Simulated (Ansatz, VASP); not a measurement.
**Two plane-wave programs on LaScF2**

```
CELL_PARAMETERS angstrom
3.71014 0.00000 0.00000
-1.85507 3.21308 0.00000
0.00000 0.00000 8.70337
ATOMIC_POSITIONS crystal
La 0.00000 0.00000 0.50000
Sc 0.00000 0.00000 0.00000
F 0.00000 0.00000 0.22979
F 0.00000 0.00000 0.77021
```

Alike in both runs: functional PBE; k mesh 6 × 6 × 2; occupations gaussian, width 0.1 eV; no spin polarisation.

Ansatz relaxed the structure, and its values are those at the end. VASP's run is a single point on that final structure, the one shown.

|  | VASP | Ansatz |
| --- | --- | --- |
| version | VASP 6.6.1 | Ansatz 0.2.0 |
| potentials or method | VASP PAW PBE potentials, release 64 (La, Sc_sv, F_h), cutoff 910 eV | scalar-relativistic, plane waves, PAW |
| valence electrons in the cell | 36 | 36 |

|  | VASP | Ansatz | Ansatz less VASP |
| --- | --- | --- | --- |
| gap on the k mesh at the Fermi level (eV) | none | none | - |
| rms of the force components (eV/Å) | 0.044 | 0.001 | -0.0436 |

A gap of «none» marks a metal or a gap that the smearing closes.

The k mesh is coarse, so the values compare programs but aren't converged. Neither program's run includes spin-orbit coupling. Noted on VASP's run: the cutoff is short for stress, so the pressure is rough.
